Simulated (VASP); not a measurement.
Input of a VASP 6.6.1 run:

INCAR

```
ALGO = Normal
EDIFF = 1E-6
ENCUT = 520
GGA = PE
ISIF = 2
ISMEAR = 0
LASPH = True
LCHARG = True
LELF = True
LREAL = False
LVHAR = True
LWAVE = False
NBANDS = 19
NELM = 60
PREC = Accurate
SIGMA = 0.1
```

File KPOINTS:

```
k-points
0
Gamma
  12 12 8
```

Contents of POSCAR:

```
SbSe
1.0
    5.0407513267      0.0000000000      0.0000000000
   -2.5203756633      4.3654187031      0.0000000000
    0.0000000000      0.0000000000      5.9982023468
Sb Se
2 2
Direct
    0.3333333333      0.6666666667      0.7500000000
    0.6666666667      0.3333333333      0.2500000000
    0.3333333333      0.6666666667      0.2500000000
    0.6666666667      0.3333333333      0.7500000000
```

Potentials or basis: VASP PAW PBE potentials, release 64 (Sb, Se).

Launch:

```console
$ cat potpaw_PBE.64/Sb/POTCAR potpaw_PBE.64/Se/POTCAR > POTCAR
$ mpirun -np 1 vasp_std > vasp.out
```

(1) Predict the pressure.

(2) Estimate the band gap on the k mesh.

Results:

(1) -0.1 GPa.

(2) zero (bands 11 and 12 overlap by 1.48 eV).

Caveat: spin-orbit coupling is left out, which moves the levels of the heavy elements.
